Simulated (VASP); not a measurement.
Input of a VASP 6.6.1 run:

The input INCAR:

```
  PREC = Accurate
  ENCUT = 600
  EDIFF = 1E-6
  ISMEAR = 0
  SIGMA = 0.05
  LREAL = F
  LASPH = T
  NELM = 120
  ALGO = Normal
  ISIF = 2
  LWAVE = F
  LCHARG = F
  NBANDS = 16
  GGA_COMPAT = F
```

KPOINTS

```
Automatic mesh
0
Gamma
  14 14 14
```

Contents of POSCAR:

```
ZnO
1.0
    0.0000000000      2.1977098293      2.2627930893
    2.2627930893      0.0000000000      2.2627930893
    2.2627930893      2.1977098293      0.0000000000
Zn O
1 1
Direct
   -0.0138284407      0.0138284407     -0.0138284407
    0.5138284407      0.4861715593      0.5138284407
```

Potentials or basis: VASP PAW LDA potentials, release 64 (Zn, O).

Command:

```sh
$ cat potpaw_LDA.64/Zn/POTCAR potpaw_LDA.64/O/POTCAR > POTCAR
$ mpirun -np 1 vasp_std > vasp.out
```

(1) What does it give for the largest force?

(2) Predict the band gap on the k mesh.

Results:

(1) 0.108 eV/Å.

(2) 0.26 eV, indirect (least direct gap 1.12 eV).
